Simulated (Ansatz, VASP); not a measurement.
# One calculation of PbF2, two programs

```
Pb F
1.0
     0.00000    2.96985    2.96985
     2.96985    0.00000    2.96985
     2.96985    2.96985    0.00000
Pb F
1 2
Direct
  0.00000 0.00000 0.00000
  0.25000 0.25000 0.25000
  0.75000 0.75000 0.75000
```

Alike in both runs: task electric field gradients; functional PBE; k mesh 7 × 7 × 7; occupations fermi-dirac, width 0.03 eV; no spin polarisation.

|  | VASP | Ansatz |
| --- | --- | --- |
| version | VASP 6.6.1 | Ansatz 0.2.0 |
| potentials or method | VASP PAW PBE potentials, release 64 (Pb_d, F), cutoff 520 eV | all-electron PAW with datasets made for the crystal, scalar-relativistic |

|  | VASP | Ansatz | Ansatz less VASP |
| --- | --- | --- | --- |
| gap on the k mesh at the Fermi level (eV) | 4.46 | 4.46 | -0.002 |
| pressure (GPa) | 2.0 | 2.2 | +0.21 |

Ansatz ran all-electron here, and VASP with PAW potentials.

Spin-orbit coupling is off throughout.
